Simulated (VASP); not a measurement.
Here is a VASP 6.6.1 calculation.

The input INCAR:

```
SYSTEM = CO2
PREC = Accurate ; ENCUT = 520
EDIFF = 1E-6 ; ISMEAR = 0
SIGMA = 0.01 ; LREAL = .FALSE.
LASPH = .TRUE. ; NELM = 100
ALGO = Normal ; ISIF = 2
LWAVE = .FALSE. ; LCHARG = .TRUE.
GGA = PS ; LELF = .TRUE.
LVHAR = .TRUE. ; NBANDS = 25
```

File KPOINTS:

```
Automatic mesh
0
G
  6 6 6
  0 0 0
```

POSCAR

```
CO2
1.0
   -1.9548127153      1.9548127153      2.9673315043
    1.9548127153     -1.9548127153      2.9673315043
    1.9548127153      1.9548127153     -2.9673315043
C O
2 4
Direct
    0.0000000000      0.0000000000      0.0000000000
    0.7500000000      0.2500000000      0.5000000000
    0.3750000000      0.2923507872      0.4173507872
    0.7076492128      0.1250000000      0.0826492128
    0.8750000000      0.9576492128      0.5826492128
    0.0423507872      0.6250000000      0.9173507872
```

Potentials or basis: VASP PAW PBE potentials, release 64 (C, O).

Run with:

```console
$ cat potpaw_PBE.64/C/POTCAR potpaw_PBE.64/O/POTCAR > POTCAR
$ mpirun -np 1 vasp_std > vasp.out
```

Question: Predict the pressure.

Answer: 3.0 GPa.

Question: What does it give for the band gap on the k mesh?

Answer: 7.59 eV, indirect (least direct gap 8.05 eV).

Forces on the atoms (eV/Å):
```
C    0.000  0.000  0.000
C    0.000  0.000  0.000
O    0.168  0.000  0.000
O    0.000 -0.168  0.000
O   -0.168  0.000  0.000
O    0.000  0.168  0.000
```

Caveat: the PAW data sets were made with another functional, which shifts forces and pressure a little. A k mesh can miss the band edges.
